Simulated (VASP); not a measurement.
Runs of VASP 6.6.1 on SrO. The structure is that of space group Fm-3m (No. 225), or close to it. The cells are those of the table. 

```csv
task,spin,cell,cutoff (eV),gap on the mesh (eV),pressure (GPa)
single point,"non-collinear, zero start, SOC","a = 3.634 Å, angles 60.0°, 2 atoms",520,-,3.5
electric field gradients,off,"a = 3.653 Å, angles 59.3°, 2 atoms",520,3.25,3.5
single point,off,"a = 3.604 Å, angles 60.0°, 2 atoms",600,3.25,6.1
single point,off,"a = 3.616, b = 3.616, c = 3.634 Å, angles 59.8, 59.8, 60.3°, 2 atoms",520,(a),(b)
single point,off,"a = 3.585 Å, angles 60.0°, 2 atoms",520,3.24,8.0
```

Alike in all rows: level PBE; potentials or basis VASP PAW PBE potentials, release 64 (Sr_sv, O); k mesh 8 × 8 × 8; smearing fermi-dirac 0.02 eV.

Fill in the values left out.

(a) 3.21; (b) 4.6.

A k mesh can miss the band edges, and rows without SOC leave out spin-orbit coupling on Sr.
